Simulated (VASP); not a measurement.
A run of VASP 6.6.1:

Contents of INCAR:

```
ALGO = Normal
EDIFF = 1E-7
ENCUT = 520
GGA = PE
ISIF = 2
ISMEAR = 0
LASPH = T
LCHARG = T
LELF = T
LREAL = F
LVHAR = T
LWAVE = F
NBANDS = 21
NELM = 100
PREC = Accurate
SIGMA = 0.1
```

The input KPOINTS:

```
k-points
0
Gamma
  12 12 6
```

POSCAR

```
BAs
1.0
    3.2337934335      0.0000000000      0.0000000000
    0.0000000000      3.2890062102      0.0000000000
    0.0000000000      0.0000000000      8.2244096164
B As
3 3
Direct
    0.5000000000      0.5000000000      0.1747343278
    0.5000000000      0.5000000000      0.8252656722
    0.0000000000      0.0000000000      0.5000000000
    0.5000000000      0.0000000000      0.3233028089
    0.0000000000      0.5000000000      0.0000000000
    0.5000000000      0.0000000000      0.6766971911
```

Potentials or basis: VASP PAW PBE potentials, release 64 (B, As).

The run is started by

```bash
$ cat potpaw_PBE.64/B/POTCAR potpaw_PBE.64/As/POTCAR > POTCAR
$ mpirun -np 1 vasp_std > vasp.out
```

Hardware: 1 thread of AMD EPYC 7R13 (shared host).

**Question.** How long does it take, and how much memory?

**Answer.** Run time: 7.2 min on 1 thread of AMD EPYC 7R13, on a shared host, peak memory 0.38 GiB. Counts: scf iterations 15, k points 196.
